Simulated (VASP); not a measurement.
# Co (Fd-3m) in VASP: further runs

Co is run at these levels: PBEsol; tasks: single point, relaxation of cell and atoms.

Everything below comes from runs of VASP 6.6.1. Logs are shortened: lines on timing, memory, paths and dates and some standing lists are left out, and cuts for length are marked.

### Step 1. The cell of the first run

The structure is cubic, space group Fd-3m (No. 227). Conventional cell: a = 4.648 Å, b = 4.648 Å, c = 4.648 Å, α = 90.00°, β = 90.00°, γ = 90.00°. Within 2.7 Å of Co (site symmetry -43m) lie 4 Co at 2.01 Å.

### Step 2. Single point, PBEsol, collinear spin, ferromagnetic start (volume scaled by 0.88)

The input, INCAR:

```
SYSTEM = Co
PREC = Accurate
ENCUT = 600
EDIFF = 1E-6
ISMEAR = -1
SIGMA = 0.05
LREAL = .FALSE.
LASPH = .TRUE.
NELM = 200
ALGO = Normal
ISIF = 2
LWAVE = .FALSE.
LCHARG = .TRUE.
ISPIN = 2
MAGMOM = 0.337 0.337
LORBIT = 11
LMAXMIX = 4
GGA = PS
LELF = .TRUE.
LVHAR = .TRUE.
NBANDS = 20
GGA_COMPAT = .FALSE.
```

The input, KPOINTS:

```
Automatic mesh
0
G
  13 13 13
  0 0 0
```

The input, POSCAR:

```
Co
1.0
    0.0000000000      2.3240067419      2.3240067419
    2.3240067419      0.0000000000      2.3240067419
    2.3240067419      2.3240067419      0.0000000000
Co
2
Direct
    0.1250000000      0.1250000000      0.1250000000
    0.8750000000      0.8750000000      0.8750000000
```

Potentials or basis: VASP PAW PBE potentials, release 64 (Co).

Launch:

```
$ cat potpaw_PBE.64/Co/POTCAR > POTCAR
$ mpirun -np 1 vasp_std > vasp.out
```

OUTCAR:

```text
SYSTEM = Co
   PREC = Accurate
   ENCUT = 600
   EDIFF = 1E-6
   ISMEAR = -1
   LREAL = .FALSE.
   LASPH = .TRUE.
   NELM = 200
   ISIF = 2
   ISPIN = 2
   LORBIT = 11
   GGA = PS

 ion  position               nearest neighbor table
   1  0.125  0.125  0.125-   2 2.01   2 2.01   2 2.01   2 2.01
   2  0.875  0.875  0.875-   1 2.01   1 2.01   1 2.01   1 2.01

  LATTYP: Found a face centered cubic cell.
 ALAT       =     4.6480134838

  Lattice vectors:

 A1 = (   0.0000000000,   2.3240067419,   2.3240067419)
 A2 = (   2.3240067419,   0.0000000000,   2.3240067419)
 A3 = (   2.3240067419,   2.3240067419,   0.0000000000)

Analysis of symmetry for initial positions (statically):
=====================================================================
 Subroutine PRICEL returns:
 Original cell was already a primitive cell.

 Routine SETGRP: Setting up the symmetry group for a
 face centered cubic supercell.

 Subroutine GETGRP returns: Found 48 space group operations
 (whereof 12 operations were pure point group operations)
 out of a pool of 48 trial point group operations.

The static configuration has the point symmetry D_3d.
 The point group associated with its full space group is O_h .

Analysis of symmetry for dynamics (positions and initial velocities):
=====================================================================
 Subroutine PRICEL returns:
 Original cell was already a primitive cell.

 Routine SETGRP: Setting up the symmetry group for a
 face centered cubic supercell.

 Subroutine GETGRP returns: Found 48 space group operations
 (whereof 12 operations were pure point group operations)
 out of a pool of 48 trial point group operations.

The dynamic configuration has the point symmetry D_3d.
 The point group associated with its full space group is O_h .

Analysis of structural, dynamic, and magnetic symmetry:
=====================================================================
 Subroutine PRICEL returns:
 Original cell was already a primitive cell.

 Routine SETGRP: Setting up the symmetry group for a
 face centered cubic supercell.

 Subroutine GETGRP returns: Found 48 space group operations
 (whereof 12 operations were pure point group operations)
 out of a pool of 48 trial point group operations.

The overall configuration has the point symmetry D_3d.
 The point group associated with its full space group is O_h .

 Subroutine INISYM returns: Found 48 space group operations
 (whereof 12 operations are pure point group operations),
 and found     1 'primitive' translations

----------------------------------------------------------------------------------------

                                     Primitive cell

  volume of cell :      25.1040

  direct lattice vectors                    reciprocal lattice vectors
     0.000000000  2.324006742  2.324006742    -0.215145675  0.215145675  0.215145675
     2.324006742  0.000000000  2.324006742     0.215145675 -0.215145675  0.215145675
     2.324006742  2.324006742  0.000000000     0.215145675  0.215145675 -0.215145675

  length of vectors
     3.286641853  3.286641853  3.286641853     0.372643241  0.372643241  0.372643241

  position of ions in fractional coordinates (direct lattice)
     0.125000000  0.125000000  0.125000000
     0.875000000  0.875000000  0.875000000

  ion indices of the primitive-cell ions
   primitive index   ion index
                 1           1
                 2           2

----------------------------------------------------------------------------------------

 KPOINTS: Automatic mesh

Automatic generation of k-mesh.
 Grid dimensions read from file:
 generate k-points for:   13   13   13

 Generating k-lattice:

  Cartesian coordinates                     Fractional coordinates (reciprocal lattice)
    -0.016549667  0.016549667  0.016549667     0.076923077  0.000000000  0.000000000
     0.016549667 -0.016549667  0.016549667     0.000000000  0.076923077  0.000000000
     0.016549667  0.016549667 -0.016549667     0.000000000  0.000000000  0.076923077

  Length of vectors
     0.028664865  0.028664865  0.028664865

  Shift w.r.t. Gamma in fractional coordinates (k-lattice)
     0.000000000  0.000000000  0.000000000

 Subroutine IBZKPT returns following result:
 ===========================================

 Found     84 irreducible k-points:

 Following reciprocal coordinates:
            Coordinates               Weight
  0.000000  0.000000  0.000000      1.000000
  0.076923  0.000000  0.000000      8.000000
  0.153846  0.000000  0.000000      8.000000
  0.230769  0.000000  0.000000      8.000000
  0.307692  0.000000  0.000000      8.000000
  0.384615  0.000000  0.000000      8.000000
[... 16 lines left out ...]
  0.384615  0.153846  0.000000     24.000000
  0.461538  0.153846  0.000000     24.000000
 [... further k-points ...]
   k-points           NKPTS =     84   k-points in BZ     NKDIM =     84   number of bands    NBANDS=     20
   number of dos      NEDOS =    301   number of ions     NIONS =      2
   total plane-waves  NPLWV =  21952
   dimension x,y,z NGX =    28 NGY =   28 NGZ =   28
   dimension x,y,z NGXF=    56 NGYF=   56 NGZF=   56
   ions per type =               2
   NGX,Y,Z   is equivalent  to a cutoff of  14.16, 14.16, 14.16 a.u.
   NGXF,Y,Z  is equivalent  to a cutoff of  28.33, 28.33, 28.33 a.u.
 SYSTEM =  Co
   PREC   = accura    normal or accurate (medium, high low for compatibility)
   ISTART =      0    job   : 0-new  1-cont  2-samecut
   ICHARG =      2    charge: 1-file 2-atom 10-const
   ISPIN  =      2    spin polarized calculation?
   LNONCOLLINEAR =      F non collinear calculations
   LSORBIT =      F    spin-orbit coupling
   LASPH  =      T    aspherical Exc in radial PAW
   ENCUT  =  600.0 eV  44.10 Ry    6.64 a.u.   6.56  6.56  6.56*2*pi/ulx,y,z
   NELM   =    200;   NELMIN=  2; NELMDL= -5     # of ELM steps
   EDIFF  = 0.1E-05   stopping-criterion for ELM
   LREAL  =      F    real-space projection
   EDIFFG = 0.1E-04   stopping-criterion for IOM
   NSW    =      0    number of steps for IOM
   IBRION =     -1    ionic relax: 0-MD 1-quasi-New 2-CG
   NFREE  =      0    steps in history (QN), initial steepest desc. (CG)
   ISIF   =      2    stress and relaxation
   ISYM   =      2    0-nonsym 1-usesym 2-fastsym
   POTIM  = 0.5000    time-step for ionic-motion
   TEBEG  =    0.0;   TEEND  =   0.0 temperature during run
   PSTRESS=    0.0 pullay stress
   NELECT =      18.0000    total number of electrons
   NUPDOWN=      -1.0000    fix difference up-down
   EMIN   =  10.00;   EMAX   =-10.00  energy-range for DOS
   EFERMI =   0.00;   METHOD = LEGACY
   ISMEAR =    -1;   SIGMA  =   0.05  broadening in eV -4-tet -1-fermi 0-gaus
   EFERMI_NEDOS =   21; number of points for ismear=-14 and -15
   IALGO  =     38    algorithm
   IMIX   =      4    mixing-type and parameters
     AMIX     =   0.40;   BMIX     =  1.00
     AMIX_MAG =   1.60;   BMIX_MAG =  1.00
  volume/ion in A,a.u.               =      12.55        84.70
  Fermi-wavevector in a.u.,A,eV,Ry     =   1.465272  2.768963 29.212013  2.147022
  Thomas-Fermi vector in A             =   2.581149
   LORBIT       =     11    0 simple, 1 ext, 2 COOP (PROOUT), +10 PAW based schemes
   GGA     = PS    functional components
   LHFCALC =     F    Hartree Fock is set to
   AEXX    =    0.0000 exact exchange contribution
   IVDW    =     0    specifies the selected vdW correction
   LEPSILON=     F    determine dielectric tensor
   LRPA    =     F    only Hartree local field effects (RPA)
 spin polarized calculation
  energy-cutoff  :      600.00
  volume of cell :       25.10
 maximum number of plane-waves:       872
   NGX = 13   NGY = 13   NGZ = 13

 number of electron      17.9999995 magnetization       0.0016591

 number of electron      17.9999995 magnetization      -0.0021277

 Free energy of the ion-electron system (eV)
  ---------------------------------------------------
  ext. energy  EPLUGINS =         0.00000000
  ---------------------------------------------------
  free energy    TOTEN  =       -12.47071998 eV

  energy without entropy =      -12.44093304  energy(sigma->0) =      -12.45582651

 E-fermi :   8.2935     XC(G=0): -12.4537

 val. band max:        8.2931953110   @ k =   0.4615   0.3846   0.0769
 cond. band min:       8.2938632367   @ k =  -0.4615   0.2308   0.0000
 fundamental gap:      0.0006679257
 Fermi energy:         8.2935276824

 spin component 1

 k-point     1 :       0.0000    0.0000    0.0000
  band No.  band energies     occupation
      1       0.3955      1.00000
      2       4.4573      1.00000
      3       4.4573      1.00000
      4       4.7611      1.00000
      5       4.7611      1.00000
      6       4.7611      1.00000
[... 12 lines left out ...]
     19      26.3127      0.00000
     20      27.8596      0.00000

 k-point     2 :       0.0769    0.0000    0.0000
  band No.  band energies     occupation
      1       0.5292      1.00000
      2       4.3778      1.00000
      3       4.3778      1.00000
      4       4.7687      1.00000
      5       4.8749      1.00000
      6       4.8749      1.00000
[... 12 lines left out ...]
     19      27.2541      0.00000
     20      27.2541      0.00000

 k-point     3 :       0.1538    0.0000    0.0000
  band No.  band energies     occupation
      1       0.9218      1.00000
      2       4.2819      1.00000
      3       4.2819      1.00000
      4       4.7993      1.00000
      5       5.0518      1.00000
      6       5.0518      1.00000
[... 12 lines left out ...]
     19      26.1616      0.00000
     20      26.4779      0.00000

 k-point     4 :       0.2308    0.0000    0.0000
  band No.  band energies     occupation
      1       1.5442      1.00000
      2       4.2477      1.00000
      3       4.2477      1.00000
      4       4.8693      1.00000
      5       5.1557      1.00000
      6       5.1557      1.00000
[... 429 lines left out ...]
 k-point    23 :       0.3846    0.1538    0.0000
  band No.  band energies     occupation
      1       2.9718      1.00000
      2       3.8458      1.00000
      3       4.7816      1.00000
      4       4.8886      1.00000
      5       4.9388      1.00000
      6       5.5092      1.00000
[... 12 lines left out ...]
     19      29.5152      0.00000
     20      32.2791      0.00000

 k-point    24 :       0.4615    0.1538    0.0000
  band No.  band energies     occupation
      1       3.6321      1.00000
      2       3.9163      1.00000
      3       4.6953      1.00000
      4       4.8407      1.00000
      5       4.9944      1.00000
      6       5.4423      1.00000
[... 12 lines left out ...]
     19      29.6062      0.00000
     20      33.3656      0.00000

 [... further k-points ...]

 spin component 2

 k-point     1 :       0.0000    0.0000    0.0000
  band No.  band energies     occupation
      1       0.3954      1.00000
      2       4.4564      1.00000
      3       4.4564      1.00000
      4       4.7602      1.00000
      5       4.7602      1.00000
      6       4.7602      1.00000
[... 12 lines left out ...]
     19      26.3126      0.00000
     20      27.8593      0.00000

 k-point     2 :       0.0769    0.0000    0.0000
  band No.  band energies     occupation
      1       0.5291      1.00000
      2       4.3770      1.00000
      3       4.3770      1.00000
      4       4.7677      1.00000
      5       4.8740      1.00000
      6       4.8740      1.00000
[... 12 lines left out ...]
     19      27.2538      0.00000
     20      27.2538      0.00000

 k-point     3 :       0.1538    0.0000    0.0000
  band No.  band energies     occupation
      1       0.9216      1.00000
      2       4.2811      1.00000
      3       4.2811      1.00000
      4       4.7984      1.00000
      5       5.0509      1.00000
      6       5.0509      1.00000
[... 12 lines left out ...]
     19      26.1614      0.00000
     20      26.4776      0.00000

 k-point     4 :       0.2308    0.0000    0.0000
  band No.  band energies     occupation
      1       1.5440      1.00000
      2       4.2469      1.00000
      3       4.2469      1.00000
      4       4.8684      1.00000
      5       5.1548      1.00000
      6       5.1548      1.00000
[... 429 lines left out ...]
 k-point    23 :       0.3846    0.1538    0.0000
  band No.  band energies     occupation
      1       2.9715      1.00000
      2       3.8449      1.00000
      3       4.7807      1.00000
      4       4.8877      1.00000
      5       4.9379      1.00000
      6       5.5082      1.00000
[... 12 lines left out ...]
     19      29.5148      0.00000
     20      32.2789      0.00000

 k-point    24 :       0.4615    0.1538    0.0000
  band No.  band energies     occupation
      1       3.6316      1.00000
      2       3.9155      1.00000
      3       4.6944      1.00000
      4       4.8399      1.00000
      5       4.9935      1.00000
      6       5.4414      1.00000
[... 12 lines left out ...]
     19      29.6058      0.00000
     20      33.3654      0.00000

 [... further k-points ...]
[... 5 lines left out ...]
  --------------------------------------------------------------------------------------
  -------------------------------------------------------------------------------------
  Total        3.3723898      3.3723898      3.3723898      0.0000000      0.0000000      0.0000000
  in kB      215.2316812    215.2316812    215.2316812      0.0000000      0.0000000      0.0000000
  external PRESSURE =     215.2316812 kB  Pullay stress =       0.0000000 kB

 VOLUME and BASIS-vectors are now :
 -----------------------------------------------------------------------------
  energy-cutoff  :      600.00
  volume of cell :       25.10
      direct lattice vectors                 reciprocal lattice vectors
     0.000000000  2.324006742  2.324006742    -0.215145675  0.215145675  0.215145675
     2.324006742  0.000000000  2.324006742     0.215145675 -0.215145675  0.215145675
     2.324006742  2.324006742  0.000000000     0.215145675  0.215145675 -0.215145675

 POSITION                                       TOTAL-FORCE (eV/Angst)
 -----------------------------------------------------------------------------------
      0.58100      0.58100      0.58100         0.000000     -0.000000     -0.000000
      4.06701      4.06701      4.06701        -0.000000      0.000000      0.000000
 -----------------------------------------------------------------------------------
    total drift:                                0.000000      0.000000     -0.000000

  FREE ENERGIE OF THE ION-ELECTRON SYSTEM (eV)
  ---------------------------------------------------
  free  energy   TOTEN  =       -12.4707199822 eV

  energy  without entropy=      -12.4409330428  energy(sigma->0) =      -12.45582651

 total charge

# of ion       s       p       d       tot
------------------------------------------
    1        0.619   0.529   7.486   8.634
    2        0.619   0.529   7.486   8.634
--------------------------------------------------
tot          1.239   1.058  14.971  17.268

 magnetization (x)

# of ion       s       p       d       tot
------------------------------------------
    1        0.000  -0.000  -0.001  -0.001
    2        0.000  -0.000  -0.001  -0.001
--------------------------------------------------
tot          0.000  -0.000  -0.002  -0.002
```

It took 79 s on 1 thread of Intel Xeon 6975P-C (Granite Rapids), shared host; peak memory 0.22 GiB.

Results:

```yaml
Free_energy: -12.4707 eV
Pressure: 21.5 GPa
Band_gap_on_the_k_mesh: zero (filled and empty bands overlap)
Net_moment: 0.00 μB per cell
Valence_electrons_inside_the_program's_atomic_spheres: Co 8.63
```

Caveat: the cell differs from its parent crystal (volume scaled by 0.88); the PAW data sets were made with another functional, which shifts forces and pressure a little.

### Step 3. Single point, PBEsol, collinear spin, ferromagnetic start

This run uses another cell than the first one, of 14.26 Å³/atom, 1.136 times its volume.

The input, INCAR:

```
  PREC = Accurate
  ENCUT = 600
  EDIFF = 1E-6
  ISMEAR = -1
  SIGMA = 0.05
  LREAL = False
  LASPH = True
  NELM = 200
  ALGO = Normal
  ISIF = 2
  LWAVE = False
  LCHARG = False
  ISPIN = 2
  MAGMOM = 0.337 0.337
  LORBIT = 11
  LMAXMIX = 4
  GGA = PS
  NBANDS = 20
  GGA_COMPAT = False
```

The input, KPOINTS:

```
regular mesh
0
Gamma
  13 13 13
```

The input, POSCAR:

```
Co
1.0
    0.0000000000      2.4251754294      2.4251754294
    2.4251754294      0.0000000000      2.4251754294
    2.4251754294      2.4251754294      0.0000000000
Co
2
Direct
    0.1250000000      0.1250000000      0.1250000000
    0.8750000000      0.8750000000      0.8750000000
```

Potentials or basis: VASP PAW PBE potentials, release 64 (Co).

Launch:

```
$ cat potpaw_PBE.64/Co/POTCAR > POTCAR
$ mpirun -np 1 vasp_std > vasp.out
```

Run time: 87 s. Hardware: 1 thread of Intel Xeon 6975P-C (Granite Rapids), shared host; peak memory 0.22 GiB.

It converged, with:

* Free energy: -12.6554 eV
* Pressure: -1.5 GPa
* Net moment: 0.74 μB per cell
* Site moments: Co +0.36 μB
* Valence electrons inside the program's atomic spheres: Co 8.40

Levels at points of the mesh, in eV from the Fermi level:
Spin up:
| k point | band 8 | band 9 | band 10 | band 11 | band 12 | band 13 |
| --- | --- | --- | --- | --- | --- | --- |
| (0.00, 0.00, 0.00) | -1.27 | -1.27 | 0.15 | 0.15 | 13.64 | 13.64 |
Spin down:
| k point | band 5 | band 6 | band 7 | band 8 | band 9 | band 10 | band 11 | band 12 | band 13 | band 14 |
| --- | --- | --- | --- | --- | --- | --- | --- | --- | --- | --- |
| (0.00, 0.00, 0.00) | -2.82 | -2.82 | -0.90 | -0.90 | -0.90 | 0.54 | 0.54 | 13.75 | 13.75 | 13.75 |

Caveat: the PAW data sets were made with another functional, which shifts forces and pressure a little.

### Step 4. Relaxation of cell and atoms, PBEsol, collinear spin, ferromagnetic start

This run uses another cell than the first one, of 14.95 Å³/atom, 1.191 times its volume.

The input, INCAR:

```
SYSTEM = Co
  PREC = Accurate
  ENCUT = 600
  EDIFF = 1E-7
  ISMEAR = -1
  SIGMA = 0.05
  LREAL = .FALSE.
  LASPH = .TRUE.
  NELM = 200
  ALGO = Normal
  ISIF = 3
  LWAVE = .FALSE.
  LCHARG = .FALSE.
  ISPIN = 2
  MAGMOM = 1.7 1.7
  LORBIT = 11
  LMAXMIX = 4
  GGA = PS
  IBRION = 2
  NSW = 80
  EDIFFG = -0.01
  GGA_COMPAT = .FALSE.
  NELMIN = 4
```

The input, KPOINTS:

```
Automatic mesh
0
G
  11 11 11
  0 0 0
```

The input, POSCAR:

```
Co
1.0
    0.0000000000      2.4634331982      2.4634331982
    2.4634331982      0.0000000000      2.4634331982
    2.4634331982      2.4634331982      0.0000000000
Co
2
Direct
    0.1250000000      0.1250000000      0.1250000000
    0.8750000000      0.8750000000      0.8750000000
```

Launch:

```
$ cat potpaw_PBE.64/Co/POTCAR > POTCAR
$ mpirun -np 1 vasp_std > vasp.out
```

It took 3.1 min on 1 thread of Intel Xeon 6975P-C (Granite Rapids), shared host; peak memory 0.2 GiB.

The run converged. Its results:

```yaml
Free_energy: -12.6557 eV
Relaxed_volume: 14.06 Å³/atom
Relaxed_cell: a = 3.413 Å, b = 3.413 Å, c = 3.413 Å, α = 60.00°, β = 60.00°, γ = 60.00°
Space_group_after_relaxing_to_0.05_Å: Fd-3m (No. 227)
Energy_gained_by_relaxing: 17.9 meV/atom
Ionic_steps: 4
Pressure_after_relaxing: 0.0 GPa
Band_gap_on_the_k_mesh: zero (filled and empty bands overlap)
Net_moment: 0.00 μB per cell
Valence_electrons_inside_the_program's_atomic_spheres: Co 8.42
```

The path:
```
step  energy change (eV)  largest force (eV/Å)  pressure (GPa)  volume (Å³)
   1              0.0000                0.0000           -6.71        29.90
   2             -0.0236                0.0000            4.90        27.27
   3             -0.0357                0.0000           -0.54        28.21
   4             -0.0359                0.0000           -0.03        28.12
```

Final structure:
```yaml
crystal:
  lattice:
    - [0.00000, 2.41346, 2.41346]
    - [2.41346, 0.00000, 2.41346]
    - [2.41346, 2.41346, 0.00000]
  atoms:
    - { symbol: Co, position: [0.12500, 0.12500, 0.12500] }
    - { symbol: Co, position: [0.87500, 0.87500, 0.87500] }
```

Levels at points of the mesh, in eV from the Fermi level:
Spin up:
| k point | band 6 | band 7 | band 8 | band 9 | band 10 | band 11 | band 12 | band 13 |
| --- | --- | --- | --- | --- | --- | --- | --- | --- |
| (0.00, 0.00, 0.00) | -3.09 | -1.15 | -1.15 | -1.15 | 0.31 | 0.31 | 13.80 | 13.80 |
Spin down:
```tsv
k point	band 6	band 7	band 8	band 9	band 10	band 11	band 12	band 13
(0.00, 0.00, 0.00)	-3.09	-1.15	-1.15	-1.15	0.31	0.31	13.80	13.80
```

Caveat: the starting moments collapsed, and a magnetic state may lie lower; the PAW data sets were made with another functional, which shifts forces and pressure a little.
